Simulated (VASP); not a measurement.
# Zn3H2S3 in VASP: single point with PBEsol

Aim: the single point of Zn3H2S3 with PBEsol.

All numbers are computed with VASP 6.6.1; they aren't measurements. Logs are shortened: lines on timing, memory, paths and dates and some standing lists are left out, and cuts for length are marked.

## Step 1: The cell of the first run

The cell holds a slab with vacuum, 8 atoms: a = 3.788 Å, b = 3.788 Å, c = 25.958 Å, α = 90.00°, β = 90.00°, γ = 120.00°.

## Step 2: Single point, PBEsol

The input, INCAR:

```
ALGO = Normal ; DIPOL = 0.5 0.5 0.515
EDIFF = 1E-6 ; ENCUT = 520
GGA = PS ; IDIPOL = 3
ISIF = 2 ; ISMEAR = 0
LASPH = T ; LCHARG = T
LDIPOL = T ; LELF = T
LREAL = F ; LVACPOTAV = T
LVHAR = T ; LWAVE = F
NBANDS = 38 ; NELM = 60
PREC = Accurate ; SIGMA = 0.05
```

The input, KPOINTS:

```
k-points
0
Gamma
  9 9 1
```

The input, POSCAR:

```
Zn3H2S3
1.0
    3.7876303070      0.0000000000      0.0000000000
   -1.8938151535      3.2801840660      0.0000000000
    0.0000000000      0.0000000000     25.9583211899
S Zn H
3 3 2
Direct
    0.0000000000      0.0000000000      0.3274479862
    0.3333333333      0.6666666667      0.4465846274
    0.6672343534      0.3314631136      0.5725752879
    0.3333333333      0.6666666667      0.3572321466
    0.6666880330      0.3332250700      0.4698768987
    0.0005868824     -0.0018168459      0.5557986504
    0.9613257440      0.8972081618      0.7050741270
    0.8794864734      0.7215764982      0.6860045134
```

Potentials or basis: VASP PAW PBE potentials, release 64 (S, Zn, H).

Launch:

```bash
cat potpaw_PBE.64/S/POTCAR potpaw_PBE.64/Zn/POTCAR potpaw_PBE.64/H/POTCAR > POTCAR
mpirun -np 1 vasp_std > vasp.out
```

OUTCAR:

```text
EDIFF = 1E-6
   ENCUT = 520
   GGA = PS
   ISIF = 2
   ISMEAR = 0
   LASPH = T
   LREAL = F
   NELM = 60
   PREC = Accurate

 ion  position               nearest neighbor table
   1  0.000  0.000  0.327-   4 2.32   4 2.32   4 2.32
   2  0.333  0.667  0.447-   5 2.27   5 2.27   5 2.27   4 2.32
   3  0.667  0.331  0.573-   6 2.23   6 2.23   6 2.23   5 2.67
   4  0.333  0.667  0.357-   2 2.32   1 2.32   1 2.32   1 2.32
   5  0.667  0.333  0.470-   2 2.27   2 2.27   2 2.27   3 2.67
   6  0.001  0.998  0.556-   3 2.23   3 2.23   3 2.23
   7  0.961  0.897  0.705-   8 0.76
   8  0.879  0.722  0.686-   7 0.76

  LATTYP: Found a hexagonal cell.
 ALAT       =     3.7876303070
 C/A-ratio  =     6.8534463730

  Lattice vectors:

 A1 = (   3.7876303070,   0.0000000000,   0.0000000000)
 A2 = (  -1.8938151535,   3.2801840660,   0.0000000000)
 A3 = (   0.0000000000,   0.0000000000,  25.9583211899)

Analysis of symmetry for initial positions (statically):
=====================================================================
 Subroutine PRICEL returns:
 Original cell was already a primitive cell.

 Routine SETGRP: Setting up the symmetry group for a
 hexagonal supercell.

 Subroutine GETGRP returns: Found  1 space group operations
 (whereof  1 operations were pure point group operations)
 out of a pool of 24 trial point group operations.

The static configuration has the point symmetry C_1 .

Analysis of symmetry for dynamics (positions and initial velocities):
=====================================================================
 Subroutine PRICEL returns:
 Original cell was already a primitive cell.

 Routine SETGRP: Setting up the symmetry group for a
 hexagonal supercell.

 Subroutine GETGRP returns: Found  1 space group operations
 (whereof  1 operations were pure point group operations)
 out of a pool of 24 trial point group operations.

The dynamic configuration has the point symmetry C_1 .

 Subroutine INISYM returns: Found  1 space group operations
 (whereof  1 operations are pure point group operations),
 and found     1 'primitive' translations

----------------------------------------------------------------------------------------

                                     Primitive cell

  volume of cell :     322.5094

  direct lattice vectors                    reciprocal lattice vectors
     3.787630307  0.000000000  0.000000000     0.264017319  0.152430470  0.000000000
    -1.893815154  3.280184066  0.000000000     0.000000000  0.304860941  0.000000000
     0.000000000  0.000000000 25.958321190     0.000000000  0.000000000  0.038523292

  length of vectors
     3.787630307  3.787630307 25.958321190     0.304860941  0.304860941  0.038523292

  position of ions in fractional coordinates (direct lattice)
     0.000000000  0.000000000  0.327447986
     0.333333333  0.666666667  0.446584627
     0.667234353  0.331463114  0.572575288
     0.333333333  0.666666667  0.357232147
     0.666688033  0.333225070  0.469876899
     0.000586882  0.998183154  0.555798650
     0.961325744  0.897208162  0.705074127
     0.879486473  0.721576498  0.686004513

  ion indices of the primitive-cell ions
   primitive index   ion index
                 1           1
                 2           2
                 3           3
                 4           4
                 5           5
                 6           6
                 7           7
                 8           8

----------------------------------------------------------------------------------------

 KPOINTS: k-points

Automatic generation of k-mesh.
 Grid dimensions read from file:
 generate k-points for:    9    9    1

 Generating k-lattice:

  Cartesian coordinates                     Fractional coordinates (reciprocal lattice)
     0.029335258  0.016936719  0.000000000     0.111111111  0.000000000  0.000000000
     0.000000000  0.033873438  0.000000000     0.000000000  0.111111111  0.000000000
     0.000000000  0.000000000  0.038523292     0.000000000  0.000000000  1.000000000

  Length of vectors
     0.033873438  0.033873438  0.038523292

  Shift w.r.t. Gamma in fractional coordinates (k-lattice)
     0.000000000  0.000000000  0.000000000

 Subroutine IBZKPT returns following result:
 ===========================================

 Found     41 irreducible k-points:

 Following reciprocal coordinates:
            Coordinates               Weight
  0.000000  0.000000  0.000000      1.000000
  0.111111 -0.000000  0.000000      2.000000
  0.000000  0.111111  0.000000      2.000000
 -0.111111  0.111111  0.000000      2.000000
  0.222222 -0.000000  0.000000      2.000000
  0.000000  0.222222  0.000000      2.000000
[... 16 lines left out ...]
  0.333333  0.111111  0.000000      2.000000
 -0.111111  0.444444  0.000000      2.000000
 [... further k-points ...]
   k-points           NKPTS =     41   k-points in BZ     NKDIM =     41   number of bands    NBANDS=     38
   number of dos      NEDOS =    301   number of ions     NIONS =      8
   total plane-waves  NPLWV = 153664
   dimension x,y,z NGX =    28 NGY =   28 NGZ =  196
   dimension x,y,z NGXF=    56 NGYF=   56 NGZF=  392
   ions per type =               3   3   2
   NGX,Y,Z   is equivalent  to a cutoff of  12.29, 12.29, 12.55 a.u.
   NGXF,Y,Z  is equivalent  to a cutoff of  24.58, 24.58, 25.11 a.u.
 SYSTEM =  unknown system
   PREC   = accura    normal or accurate (medium, high low for compatibility)
   ISTART =      0    job   : 0-new  1-cont  2-samecut
   ICHARG =      2    charge: 1-file 2-atom 10-const
   ISPIN  =      1    spin polarized calculation?
   LNONCOLLINEAR =      F non collinear calculations
   LSORBIT =      F    spin-orbit coupling
   LASPH  =      T    aspherical Exc in radial PAW
   ENCUT  =  520.0 eV  38.22 Ry    6.18 a.u.   7.04  7.04 48.27*2*pi/ulx,y,z
   NELM   =     60;   NELMIN=  2; NELMDL= -5     # of ELM steps
   EDIFF  = 0.1E-05   stopping-criterion for ELM
   LREAL  =      F    real-space projection
   EDIFFG = 0.1E-04   stopping-criterion for IOM
   NSW    =      0    number of steps for IOM
   IBRION =     -1    ionic relax: 0-MD 1-quasi-New 2-CG
   NFREE  =      0    steps in history (QN), initial steepest desc. (CG)
   ISIF   =      2    stress and relaxation
   ISYM   =      2    0-nonsym 1-usesym 2-fastsym
   POTIM  = 0.5000    time-step for ionic-motion
   TEBEG  =    0.0;   TEEND  =   0.0 temperature during run
   PSTRESS=    0.0 pullay stress
   NELECT =      56.0000    total number of electrons
   NUPDOWN=      -1.0000    fix difference up-down
   EMIN   =  10.00;   EMAX   =-10.00  energy-range for DOS
   EFERMI =   0.00;   METHOD = LEGACY
   ISMEAR =     0;   SIGMA  =   0.05  broadening in eV -4-tet -1-fermi 0-gaus
   EFERMI_NEDOS =   21; number of points for ismear=-14 and -15
   IALGO  =     38    algorithm
   IMIX   =      4    mixing-type and parameters
     AMIX     =   0.40;   BMIX     =  1.00
     AMIX_MAG =   1.60;   BMIX_MAG =  1.00
  volume/ion in A,a.u.               =      40.31       272.05
  Fermi-wavevector in a.u.,A,eV,Ry     =   0.913321  1.725926 11.349368  0.834155
  Thomas-Fermi vector in A             =   2.037819
   LORBIT       =      0    0 simple, 1 ext, 2 COOP (PROOUT), +10 PAW based schemes
   GGA     = PS    functional components
   LHFCALC =     F    Hartree Fock is set to
   AEXX    =    0.0000 exact exchange contribution
   IVDW    =     0    specifies the selected vdW correction
   LEPSILON=     F    determine dielectric tensor
   LRPA    =     F    only Hartree local field effects (RPA)
 non-spin polarized calculation
 Gauss-broadening in eV      SIGMA  =   0.05
  energy-cutoff  :      520.00
  volume of cell :      322.51
 maximum number of plane-waves:      8725
   NGX = 15   NGY = 15   NGZ = 97

 dipolmoment           0.000000      0.000000      0.028649 electrons x Angstroem

 number of electron      56.0000014 magnetization

 dipolmoment           0.000000      0.000000     -0.250512 electrons x Angstroem

 Free energy of the ion-electron system (eV)
  ---------------------------------------------------
  ext. energy  EPLUGINS =         0.00000000
  ---------------------------------------------------
  free energy    TOTEN  =       -27.49031300 eV

  energy without entropy =      -27.48695389  energy(sigma->0) =      -27.48863344

 E-fermi :  -1.5302     XC(G=0):  -4.3997

 val. band max:       -1.5613989184   @ k =  -0.1111   0.1111   0.0000
 cond. band min:      -1.5202856197   @ k =  -0.4444   0.4444   0.0000
 fundamental gap:      0.0411132986
 Fermi energy:        -1.5301881550

 k-point     1 :       0.0000    0.0000    0.0000
  band No.  band energies     occupation
      1     -17.4576      2.00000
      2     -16.6025      2.00000
      3     -13.5668      2.00000
      4     -11.1832      2.00000
      5     -11.1831      2.00000
      6     -10.5856      2.00000
[... 30 lines left out ...]
     37       2.9191      0.00000
     38       2.9596      0.00000

 k-point     2 :       0.1111   -0.0000    0.0000
  band No.  band energies     occupation
      1     -17.3731      2.00000
      2     -16.5319      2.00000
      3     -13.4920      2.00000
      4     -11.1883      2.00000
      5     -11.1472      2.00000
      6     -10.6234      2.00000
[... 30 lines left out ...]
     37       2.7255      0.00000
     38       3.1940      0.00000

 k-point     3 :       0.0000    0.1111    0.0000
  band No.  band energies     occupation
      1     -17.3731      2.00000
      2     -16.5319      2.00000
      3     -13.4920      2.00000
      4     -11.1885      2.00000
      5     -11.1472      2.00000
      6     -10.6236      2.00000
[... 30 lines left out ...]
     37       2.6960      0.00000
[... 781 lines left out ...]
 k-point    23 :       0.3333    0.1111    0.0000
  band No.  band energies     occupation
      1     -16.7040      2.00000
      2     -15.9906      2.00000
      3     -12.9160      2.00000
      4     -11.0376      2.00000
      5     -10.8692      2.00000
      6     -10.7492      2.00000
[... 30 lines left out ...]
     37       4.0931      0.00000
     38       4.2868      0.00000

 k-point    24 :      -0.1111    0.4444    0.0000
  band No.  band energies     occupation
      1     -16.7038      2.00000
      2     -15.9906      2.00000
      3     -12.9160      2.00000
      4     -11.0387      2.00000
      5     -10.8692      2.00000
      6     -10.7491      2.00000
[... 30 lines left out ...]
     37       4.0394      0.00000
     38       4.2889      0.00000

 [... further k-points ...]

------------------------ aborting loop because EDIFF is reached ----------------------------------------

  FORCE on cell =-STRESS in cart. coord.  units (eV):
  Direction    XX          YY          ZZ          XY          YZ          ZX
  --------------------------------------------------------------------------------------
  -------------------------------------------------------------------------------------
  Total        0.7176827      0.7480318      1.2645529      0.0112497      0.0031515     -0.0055300
  in kB        3.5653374      3.7161073      6.2821048      0.0558866      0.0156561     -0.0274722
  external PRESSURE =       4.5211832 kB  Pullay stress =       0.0000000 kB

 VOLUME and BASIS-vectors are now :
 -----------------------------------------------------------------------------
  energy-cutoff  :      520.00
  volume of cell :      322.51
      direct lattice vectors                 reciprocal lattice vectors
     3.787630307  0.000000000  0.000000000     0.264017319  0.152430470  0.000000000
    -1.893815154  3.280184066  0.000000000     0.000000000  0.304860941  0.000000000
     0.000000000  0.000000000 25.958321190     0.000000000  0.000000000  0.038523292

 POSITION                                       TOTAL-FORCE (eV/Angst)
 -----------------------------------------------------------------------------------
      0.00000      0.00000      8.50000         0.000443     -0.000567      0.726603
     -0.00000      2.18679     11.59259         0.001908     -0.001962      0.774367
      1.89951      1.08726     14.86309        -0.000202     -0.000709      0.025731
     -0.00000      2.18679      9.27315         0.000155     -0.000040     -1.519818
      1.89410      1.09304     12.19722        -0.001183      0.001318      0.008942
     -1.88815      3.27422     14.42760        -0.000819      0.001622     -0.017338
      1.94200      2.94301     18.30254         0.000825      0.001616      0.001653
      1.96464      2.36690     17.80753        -0.001127     -0.001278     -0.000140
 -----------------------------------------------------------------------------------
    total drift:                               -0.000897      0.001043     -0.002623

  FREE ENERGIE OF THE ION-ELECTRON SYSTEM (eV)
  ---------------------------------------------------
  free  energy   TOTEN  =       -27.4903130013 eV

  energy  without entropy=      -27.4869538857  energy(sigma->0) =      -27.48863344

 vacuum level on the upper side and lower side of the slab         1.579         5.231
```

Run time: 26 min. Hardware: 1 thread of AMD EPYC 7R13 (Zen 3), shared host; peak memory 0.65 GiB.

What came out:

* Free energy: -27.4903 eV
* Largest force: 1.520 eV/Å
* Band gap on the k mesh: zero (bands 28 and 29 overlap by 0.13 eV)

Forces on the atoms (eV/Å):
```
S    0.000 -0.001  0.727
S    0.002 -0.002  0.774
S    0.000 -0.001  0.026
Zn   0.000  0.000 -1.520
Zn  -0.001  0.001  0.009
Zn  -0.001  0.002 -0.017
H    0.001  0.002  0.002
H   -0.001 -0.001  0.000
```

Caveat: the PAW data sets were made with another functional, which shifts forces and pressure a little.

The gap in the log of VASP goes by the Fermi energy; the results here count the filled bands.